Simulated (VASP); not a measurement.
Input of a VASP 6.6.1 run:

The input POSCAR:

```
KCl
1.0
    0.0000000000      3.1448483221      3.1448483221
    3.1448483221      0.0000000000      3.1448483221
    3.1448483221      3.1448483221      0.0000000000
K Cl
1 1
Direct
    0.0000000000      0.0000000000      0.0000000000
    0.5000000000      0.5000000000      0.5000000000
```

The input INCAR.step1:

```
PREC = Accurate
ENCUT = 520
ISMEAR = 0
SIGMA = 0.01
LREAL = False
LASPH = True
NELM = 80
NBANDS = 15
GGA = PE
ALGO = Normal
EDIFF = 1E-4
LWAVE = True
LCHARG = False
```

Contents of INCAR.step2:

```
PREC = Accurate
ENCUT = 520
EDIFF = 1E-6
ISMEAR = 0
SIGMA = 0.01
LREAL = False
LASPH = True
NELM = 80
ALGO = Normal
ISIF = 2
LWAVE = False
LCHARG = False
METAGGA = R2SCAN
LMIXTAU = True
IVDW = 12
VDW_S6 = 1.0
VDW_S8 = 0.78981345
VDW_A1 = 0.49484001
VDW_A2 = 5.73083694
NBANDS = 15
ISTART = 1
```

File KPOINTS:

```
regular mesh
0
Gamma
  6 6 6
```

Potentials or basis: VASP PAW PBE potentials, release 64 (K_sv, Cl).

Command:

```console
$ cat potpaw_PBE.64/K_sv/POTCAR potpaw_PBE.64/Cl/POTCAR > POTCAR
$ cp INCAR.step1 INCAR
$ mpirun -np 1 vasp_std > vasp.out
$ cp INCAR.step2 INCAR
$ mpirun -np 1 vasp_std > vasp.out
```

Problem. Estimate the dispersion energy per atom.

Solution. -0.093 eV.

Problem. Estimate the pressure.

Solution. -0.5 GPa.

Problem. Predict the band gap on the k mesh.

Solution. 5.84 eV, direct.

Caveat: the PAW data sets were made with another functional, which shifts forces and pressure a little. r2SCAN opens gaps a little over a GGA but as a rule still falls short of measured ones.
